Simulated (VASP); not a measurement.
# LiH (Fm-3m) in VASP: a series of runs

LiH is run at these levels: r2SCAN, HSE06; tasks: relaxation of the atoms, single point.

All numbers are computed with VASP 6.6.1; they aren't measurements. Logs are shortened: lines on timing, memory, paths and dates and some standing lists are left out, and cuts for length are marked.

## 1. The cell of the first run

It takes space group Fm-3m (No. 225, cubic). The conventional cell has a = 4.056 Å, b = 4.056 Å, c = 4.056 Å, α = 90.00°, β = 90.00°, γ = 90.00°. Li (site symmetry m-3m) has 6 H at 2.03 Å within 2.7 Å. Within 2.7 Å of H (site symmetry m-3m) lie 6 Li at 2.03 Å.

## 2. Relaxation of the atoms, r2SCAN

Input file POSCAR:

```
LiH
1.0
    0.0000000000      2.0278228400      2.0278228400
    2.0278228400      0.0000000000      2.0278228400
    2.0278228400      2.0278228400      0.0000000000
Li H
1 1
Direct
    0.0000000000      0.0000000000      0.0000000000
    0.5000000000      0.5000000000      0.5000000000
```

Input file INCAR.step1:

```
SYSTEM = LiH
PREC = Accurate
ENCUT = 520
ISMEAR = -1
SIGMA = 0.02
LREAL = .False.
LASPH = .True.
NELM = 60
GGA = PE
ALGO = Normal
EDIFF = 1E-4
LWAVE = .True.
LCHARG = .False.
```

Input file INCAR.step2:

```
SYSTEM = LiH
PREC = Accurate
ENCUT = 520
EDIFF = 1E-7
ISMEAR = -1
SIGMA = 0.02
LREAL = .False.
LASPH = .True.
NELM = 60
ALGO = Normal
ISIF = 2
LWAVE = .False.
LCHARG = .False.
METAGGA = R2SCAN
LMIXTAU = .True.
IBRION = 2
NSW = 50
EDIFFG = -0.01
ISTART = 1
```

Input file KPOINTS:

```
regular mesh
0
Gamma
  12 12 12
  0 0 0
```

Potentials or basis: VASP PAW PBE potentials, release 64 (Li_sv, H).

Started as:

```bash
$ cat potpaw_PBE.64/Li_sv/POTCAR potpaw_PBE.64/H/POTCAR > POTCAR
$ cp INCAR.step1 INCAR
$ mpirun -np 1 vasp_std > vasp.out
$ cp INCAR.step2 INCAR
$ mpirun -np 1 vasp_std > vasp.out
```

OUTCAR:

```text
SYSTEM = LiH
   PREC = Accurate
   ENCUT = 520
   EDIFF = 1E-7
   ISMEAR = -1
   LREAL = .False.
   LASPH = .True.
   NELM = 60
   ISIF = 2
   METAGGA = R2SCAN
   IBRION = 2
   NSW = 50
   EDIFFG = -0.01
   ISTART = 1

 ion  position               nearest neighbor table
   1  0.000  0.000  0.000-
   2  0.500  0.500  0.500-

  LATTYP: Found a face centered cubic cell.
 ALAT       =     4.0556456800

  Lattice vectors:

 A1 = (   0.0000000000,   2.0278228400,   2.0278228400)
 A2 = (   2.0278228400,   0.0000000000,   2.0278228400)
 A3 = (   2.0278228400,   2.0278228400,   0.0000000000)

Analysis of symmetry for initial positions (statically):
=====================================================================
 Subroutine PRICEL returns:
 Original cell was already a primitive cell.

 Routine SETGRP: Setting up the symmetry group for a
 face centered cubic supercell.

 Subroutine GETGRP returns: Found 48 space group operations
 (whereof 48 operations were pure point group operations)
 out of a pool of 48 trial point group operations.

The static configuration has the point symmetry O_h .

Analysis of symmetry for dynamics (positions and initial velocities):
=====================================================================
 Subroutine PRICEL returns:
 Original cell was already a primitive cell.

 Routine SETGRP: Setting up the symmetry group for a
 face centered cubic supercell.

 Subroutine GETGRP returns: Found 48 space group operations
 (whereof 48 operations were pure point group operations)
 out of a pool of 48 trial point group operations.

The dynamic configuration has the point symmetry O_h .

 Subroutine INISYM returns: Found 48 space group operations
 (whereof 48 operations are pure point group operations),
 and found     1 'primitive' translations

----------------------------------------------------------------------------------------

                                     Primitive cell

  volume of cell :      16.6771

  direct lattice vectors                    reciprocal lattice vectors
     0.000000000  2.027822840  2.027822840    -0.246569863  0.246569863  0.246569863
     2.027822840  0.000000000  2.027822840     0.246569863 -0.246569863  0.246569863
     2.027822840  2.027822840  0.000000000     0.246569863  0.246569863 -0.246569863

  length of vectors
     2.867774562  2.867774562  2.867774562     0.427071530  0.427071530  0.427071530

  position of ions in fractional coordinates (direct lattice)
     0.000000000  0.000000000  0.000000000
     0.500000000  0.500000000  0.500000000

  ion indices of the primitive-cell ions
   primitive index   ion index
                 1           1
                 2           2

----------------------------------------------------------------------------------------

 KPOINTS: regular mesh

Automatic generation of k-mesh.
 Grid dimensions read from file:
 generate k-points for:   12   12   12

 Generating k-lattice:

  Cartesian coordinates                     Fractional coordinates (reciprocal lattice)
    -0.020547489  0.020547489  0.020547489     0.083333333  0.000000000  0.000000000
     0.020547489 -0.020547489  0.020547489     0.000000000  0.083333333  0.000000000
     0.020547489  0.020547489 -0.020547489     0.000000000  0.000000000  0.083333333

  Length of vectors
     0.035589294  0.035589294  0.035589294

  Shift w.r.t. Gamma in fractional coordinates (k-lattice)
     0.000000000  0.000000000  0.000000000

 Subroutine IBZKPT returns following result:
 ===========================================

 Found     72 irreducible k-points:

 Following reciprocal coordinates:
            Coordinates               Weight
  0.000000  0.000000  0.000000      1.000000
  0.083333  0.000000  0.000000      8.000000
  0.166667  0.000000  0.000000      8.000000
  0.250000  0.000000  0.000000      8.000000
  0.333333  0.000000  0.000000      8.000000
  0.416667  0.000000  0.000000      8.000000
[... 16 lines left out ...]
  0.500000  0.166667  0.000000     24.000000
 -0.416667  0.166667  0.000000     24.000000
 [... further k-points ...]
   k-points           NKPTS =     72   k-points in BZ     NKDIM =     72   number of bands    NBANDS=      6
   number of dos      NEDOS =    301   number of ions     NIONS =      2
   total plane-waves  NPLWV =  13824
   dimension x,y,z NGX =    24 NGY =   24 NGZ =   24
   dimension x,y,z NGXF=    48 NGYF=   48 NGZF=   48
   ions per type =               1   1
   NGX,Y,Z   is equivalent  to a cutoff of  13.91, 13.91, 13.91 a.u.
   NGXF,Y,Z  is equivalent  to a cutoff of  27.83, 27.83, 27.83 a.u.
 SYSTEM =  LiH
   PREC   = accura    normal or accurate (medium, high low for compatibility)
   ISTART =      1    job   : 0-new  1-cont  2-samecut
   ICHARG =      0    charge: 1-file 2-atom 10-const
   ISPIN  =      1    spin polarized calculation?
   LNONCOLLINEAR =      F non collinear calculations
   LSORBIT =      F    spin-orbit coupling
   LASPH  =      T    aspherical Exc in radial PAW
   ENCUT  =  520.0 eV  38.22 Ry    6.18 a.u.   5.33  5.33  5.33*2*pi/ulx,y,z
   NELM   =     60;   NELMIN=  2; NELMDL=  0     # of ELM steps
   EDIFF  = 0.1E-06   stopping-criterion for ELM
   LREAL  =      F    real-space projection
   EDIFFG = -.1E-01   stopping-criterion for IOM
   NSW    =     50    number of steps for IOM
   IBRION =      2    ionic relax: 0-MD 1-quasi-New 2-CG
   NFREE  =      1    steps in history (QN), initial steepest desc. (CG)
   ISIF   =      2    stress and relaxation
   ISYM   =      2    0-nonsym 1-usesym 2-fastsym
   POTIM  = 0.5000    time-step for ionic-motion
   TEBEG  =    0.0;   TEEND  =   0.0 temperature during run
   PSTRESS=    0.0 pullay stress
   NELECT =       4.0000    total number of electrons
   NUPDOWN=      -1.0000    fix difference up-down
   EMIN   =  10.00;   EMAX   =-10.00  energy-range for DOS
   EFERMI =   0.00;   METHOD = LEGACY
   ISMEAR =    -1;   SIGMA  =   0.02  broadening in eV -4-tet -1-fermi 0-gaus
   EFERMI_NEDOS =   21; number of points for ismear=-14 and -15
   IALGO  =     38    algorithm
   IMIX   =      4    mixing-type and parameters
     AMIX     =   0.40;   BMIX     =  1.00
     AMIX_MAG =   1.60;   BMIX_MAG =  1.00
  volume/ion in A,a.u.               =       8.34        56.27
  Fermi-wavevector in a.u.,A,eV,Ry     =   1.017157  1.922149 14.076712  1.034609
  Thomas-Fermi vector in A             =   2.150542
   LORBIT       =      0    0 simple, 1 ext, 2 COOP (PROOUT), +10 PAW based schemes
   METAGGA = R2SCAN    functional components
   LHFCALC =     F    Hartree Fock is set to
   AEXX    =    0.0000 exact exchange contribution
   IVDW    =     0    specifies the selected vdW correction
   LEPSILON=     F    determine dielectric tensor
   LRPA    =     F    only Hartree local field effects (RPA)
 conjugate gradient relaxation of ions
 non-spin polarized calculation
  energy-cutoff  :      520.00
  volume of cell :       16.68
 maximum number of plane-waves:       464
 NGX is ok and might be reduce to    24
   NGX = 11   NGY = 11   NGZ = 11

 number of electron       3.9999997 magnetization

 Free energy of the ion-electron system (eV)
  ---------------------------------------------------
  ext. energy  EPLUGINS =         0.00000000
  ---------------------------------------------------
  free energy    TOTEN  =        -6.81496616 eV

  energy without entropy =       -6.81496616  energy(sigma->0) =       -6.81496616

 E-fermi :   0.2228     XC(G=0):  -8.7058

 val. band max:       -0.3475009628   @ k =   0.5000   0.5000   0.0000
 cond. band min:       3.2534615589   @ k =   0.5000   0.5000   0.0000
 fundamental gap:      3.6009625218
 Fermi energy:         0.2228215653

 k-point     1 :       0.0000    0.0000    0.0000
  band No.  band energies     occupation
      1     -46.1073      2.00000
      2      -5.6644      2.00000
      3      16.7990      0.00000
      4      18.6581      0.00000
      5      18.6581      0.00000
      6      18.6589      0.00000

 k-point     2 :       0.0833    0.0000    0.0000
  band No.  band energies     occupation
      1     -46.1046      2.00000
      2      -5.5404      2.00000
      3      15.6263      0.00000
      4      17.8665      0.00000
      5      18.3385      0.00000
      6      18.3392      0.00000

 k-point     3 :       0.1667    0.0000    0.0000
  band No.  band energies     occupation
      1     -46.0975      2.00000
      2      -5.1758      2.00000
      3      12.9101      0.00000
      4      16.7409      0.00000
      5      17.7661      0.00000
      6      17.7668      0.00000

 k-point     4 :       0.2500    0.0000    0.0000
  band No.  band energies     occupation
      1     -46.0877      2.00000
      2      -4.5965      2.00000
      3      10.0676      0.00000
      4      15.7357      0.00000
      5      17.3406      0.00000
      6      17.3413      0.00000

 k-point     5 :       0.3333    0.0000    0.0000
  band No.  band energies     occupation
      1     -46.0778      2.00000
      2      -3.8745      2.00000
      3       7.6273      0.00000
      4      14.9445      0.00000
      5      17.1905      0.00000
      6      17.1912      0.00000
[... 136 lines left out ...]
 k-point    21 :       0.3333    0.1667    0.0000
  band No.  band energies     occupation
      1     -46.0780      2.00000
      2      -3.8683      2.00000
      3       9.1624      0.00000
      4      12.5792      0.00000
      5      14.0143      0.00000
      6      18.1794      0.00000

 k-point    22 :       0.4167    0.1667    0.0000
  band No.  band energies     occupation
      1     -46.0700      2.00000
      2      -3.1020      2.00000
      3       6.9975      0.00000
      4      11.5721      0.00000
      5      13.9687      0.00000
      6      17.4990      0.00000

 k-point    23 :       0.5000    0.1667    0.0000
  band No.  band energies     occupation
      1     -46.0650      2.00000
      2      -2.4773      2.00000
      3       5.5987      0.00000
      4      10.8905      0.00000
      5      14.3044      0.00000
      6      16.9409      0.00000

 k-point    24 :      -0.4167    0.1667    0.0000
  band No.  band energies     occupation
      1     -46.0644      2.00000
      2      -2.3857      2.00000
      3       5.4214      0.00000
      4      10.5336      0.00000
      5      15.0201      0.00000
      6      16.6050      0.00000

 [... further k-points ...]
[... 5 lines left out ...]
  --------------------------------------------------------------------------------------
  -------------------------------------------------------------------------------------
  Total       -0.1599137     -0.1599137     -0.1599137      0.0000000     -0.0000000     -0.0000000
  in kB      -15.3630092    -15.3630092    -15.3630092      0.0000000     -0.0000000     -0.0000000
  external PRESSURE =     -15.3630092 kB  Pullay stress =       0.0000000 kB

 VOLUME and BASIS-vectors are now :
 -----------------------------------------------------------------------------
  energy-cutoff  :      520.00
  volume of cell :       16.68
      direct lattice vectors                 reciprocal lattice vectors
     0.000000000  2.027822840  2.027822840    -0.246569863  0.246569863  0.246569863
     2.027822840  0.000000000  2.027822840     0.246569863 -0.246569863  0.246569863
     2.027822840  2.027822840  0.000000000     0.246569863  0.246569863 -0.246569863

 POSITION                                       TOTAL-FORCE (eV/Angst)
 -----------------------------------------------------------------------------------
      0.00000      0.00000      0.00000         0.000000      0.000000      0.000000
      2.02782      2.02782      2.02782        -0.000000     -0.000000     -0.000000
 -----------------------------------------------------------------------------------
    total drift:                                0.000000     -0.000000     -0.000000

  FREE ENERGIE OF THE ION-ELECTRON SYSTEM (eV)
  ---------------------------------------------------
  free  energy   TOTEN  =        -6.8149661621 eV

  energy  without entropy=       -6.8149661621  energy(sigma->0) =       -6.81496616

 reached required accuracy - stopping structural energy minimisation
```

Wall time 95 s (1 thread of Oxide Virtual Turin-like, shared host); peak memory 0.1 GiB.

What came out:

| Quantity | Value |
| --- | --- |
| Free energy | -6.8150 eV |
| Band gap on the k mesh | 3.60 eV |

Final structure:
```
Li H
1.0
     0.00000    2.02782    2.02782
     2.02782    0.00000    2.02782
     2.02782    2.02782    0.00000
Li H
1 1
Direct
  0.00000 0.00000 0.00000
  0.50000 0.50000 0.50000
```

Levels at points of the mesh, in eV from the valence-band top:
| k point | band 1 | band 2 | band 3 | band 4 | band 5 |
| --- | --- | --- | --- | --- | --- |
| (0.00, 0.00, 0.00) | -45.76 | -5.32 | 17.15 | 19.01 | 19.01 |
| (0.50, 0.00, 0.00) | -45.72 | -2.54 | 5.57 | 14.62 | 17.80 |
| (0.50, 0.50, 0.00) | -45.71 | 0.00 | 3.60 | 11.56 | 11.56 |

Caveat: the cutoff is under 1.25 times the usual one of these potentials, so pressure, stress and relaxed cells hold a basis-set (Pulay) error; the relaxation stopped at its first step, so nothing moved; the PAW data sets were made with another functional, which shifts forces and pressure a little.

## 3. Relaxation of the atoms, r2SCAN

This run uses another cell than the first one, of 8.50 Å³/atom.

Input file POSCAR:

```
LiH
1.0
    0.0000000000      2.0407392600      2.0407392600
    2.0407392600      0.0000000000      2.0407392600
    2.0407392600      2.0407392600      0.0000000000
Li H
1 1
Direct
    0.0000000000      0.0000000000      0.0000000000
    0.5000000000      0.5000000000      0.5000000000
```

Input file INCAR.step1:

```
SYSTEM = LiH
PREC = Accurate
ENCUT = 520
ISMEAR = -1
SIGMA = 0.02
LREAL = .FALSE.
LASPH = .TRUE.
NELM = 60
GGA = PE
ALGO = Normal
EDIFF = 1E-4
LWAVE = .TRUE.
LCHARG = .FALSE.
```

Input file INCAR.step2:

```
SYSTEM = LiH
PREC = Accurate
ENCUT = 520
EDIFF = 1E-6
ISMEAR = -1
SIGMA = 0.02
LREAL = .FALSE.
LASPH = .TRUE.
NELM = 60
ALGO = Normal
ISIF = 2
LWAVE = .FALSE.
LCHARG = .FALSE.
METAGGA = R2SCAN
LMIXTAU = .TRUE.
IBRION = 2
NSW = 50
EDIFFG = -0.01
ISTART = 1
```

Input file KPOINTS:

```
Automatic mesh
0
G
  12 12 12
  0 0 0
```

Potentials or basis: VASP PAW PBE potentials, release 64 (Li_sv, H).

Started as:

```bash
$ cat potpaw_PBE.64/Li_sv/POTCAR potpaw_PBE.64/H/POTCAR > POTCAR
$ cp INCAR.step1 INCAR
$ mpirun -np 1 vasp_std > vasp.out
$ cp INCAR.step2 INCAR
$ mpirun -np 1 vasp_std > vasp.out
```

It took 54 s on 1 thread of Oxide Virtual Turin-like, shared host; peak memory 0.1 GiB.

The run converged. Its results:

| Item | Value |
| --- | --- |
| Free energy | -6.8119 eV |
| Band gap on the k mesh | 3.61 eV |

Final structure:
```
CELL_PARAMETERS angstrom
0.00000 2.04074 2.04074
2.04074 0.00000 2.04074
2.04074 2.04074 0.00000
ATOMIC_POSITIONS crystal
Li 0.00000 0.00000 0.00000
H 0.50000 0.50000 0.50000
```

Levels at points of the mesh, in eV from the valence-band top:
| k point | band 1 | band 2 | band 3 | band 4 | band 5 | band 6 |
| --- | --- | --- | --- | --- | --- | --- |
| (0.00, 0.00, 0.00) | -45.79 | -5.24 | 16.90 | 18.81 | 18.81 | 18.81 |
| (0.50, 0.00, 0.00) | -45.75 | -2.49 | 5.53 | 14.45 | 17.62 | 17.62 |
| (0.50, 0.50, 0.00) | -45.74 | 0.00 | 3.61 | 11.46 | 11.46 | 14.70 |

Caveat: the cutoff is under 1.25 times the usual one of these potentials, so pressure, stress and relaxed cells hold a basis-set (Pulay) error; the relaxation stopped at its first step, so nothing moved; the PAW data sets were made with another functional, which shifts forces and pressure a little.

## 4. Single point, HSE06

This run uses another cell than the first one, of 8.02 Å³/atom.

Input file POSCAR:

```
LiH
1.0
    0.0000000000      2.0014845000      2.0014845000
    2.0014845000      0.0000000000      2.0014845000
    2.0014845000      2.0014845000      0.0000000000
Li H
1 1
Direct
    0.0000000000      0.0000000000      0.0000000000
    0.5000000000      0.5000000000      0.5000000000
```

Input file INCAR.step1:

```
SYSTEM = LiH
PREC = Accurate
ENCUT = 520
EDIFF = 1E-5
ISMEAR = -1
SIGMA = 0.02
LREAL = .False.
LASPH = .True.
NELM = 80
ALGO = Normal
ISIF = 2
LWAVE = .True.
GGA = PE
NBANDS = 9
```

Input file INCAR.step2:

```
SYSTEM = LiH
PREC = Accurate
ENCUT = 520
EDIFF = 1E-6
ISMEAR = -1
SIGMA = 0.02
LREAL = .False.
LASPH = .True.
NELM = 80
ALGO = Normal
ISIF = 2
LWAVE = .False.
LCHARG = .True.
GGA = PE
LHFCALC = .True.
HFSCREEN = 0.2079
PRECFOCK = Normal
LELF = .True.
LVHAR = .True.
ISTART = 1
NBANDS = 9
```

Input file KPOINTS:

```
regular mesh
0
Gamma
  8 8 8
  0 0 0
```

Started as:

```bash
$ cat potpaw_PBE.64/Li_sv/POTCAR potpaw_PBE.64/H/POTCAR > POTCAR
$ cp INCAR.step1 INCAR
$ mpirun -np 1 vasp_std > vasp.out
$ cp INCAR.step2 INCAR
$ mpirun -np 1 vasp_std > vasp.out
```

Wall time 5.4 min (1 thread of Oxide Virtual Turin-like, shared host); peak memory 0.2 GiB.

The run converged. Its results:

| Quantity | Value |
| --- | --- |
| Free energy | -6.7866 eV |
| Band gap on the k mesh | 3.97 eV |

Levels at points of the mesh, in eV from the valence-band top:
```csv
k point,band 1,band 2,band 3,band 4,band 5,band 6,band 7
"(0.00, 0.00, 0.00)",-47.28,-6.09,18.00,19.51,19.51,19.51,24.13
"(0.50, 0.00, 0.00)",-47.23,-2.88,5.97,15.29,18.05,18.05,20.66
"(0.50, 0.50, 0.00)",-47.22,0.00,3.97,12.20,12.20,15.31,19.00
```

Caveat: the cutoff is under 1.25 times the usual one of these potentials, so pressure, stress and relaxed cells hold a basis-set (Pulay) error; the PAW data sets were made with another functional, which shifts forces and pressure a little. A k mesh can miss the band edges.

## 5. Summary

| task | level | cell | k mesh | grid for exact exchange (PRECFOCK) | share of exact exchange | screening parameter | gap on the mesh (eV) |
| --- | --- | --- | --- | --- | --- | --- | --- |
| relaxation of the atoms | r2SCAN | atoms relaxed from a = 2.868 Å, angles 60.0°, 2 atoms | 12 × 12 × 12 | - | - | - | 3.60 |
| relaxation of the atoms | r2SCAN | atoms relaxed from a = 2.886 Å, angles 60.0°, 2 atoms | 12 × 12 × 12 | - | - | - | 3.61 |
| single point | HSE06 | a = 2.831 Å, angles 60.0°, 2 atoms | 8 × 8 × 8 | Normal | 0.25 | 0.2079 1/Å | 3.97 |

Alike in all rows: potentials or basis VASP PAW PBE potentials, release 64 (Li_sv, H); no spin polarisation; cutoff (eV) 520; smearing fermi-dirac 0.02 eV.

Caveats: the cutoff is under 1.25 times the usual one of these potentials, so pressure, stress and relaxed cells hold a basis-set (Pulay) error; the PAW data sets were made with another functional, which shifts forces and pressure a little; the relaxation stopped at its first step, so nothing moved (at least some runs).

Total energies depend on the potentials used, so only differences within one code and one set of settings carry meaning.
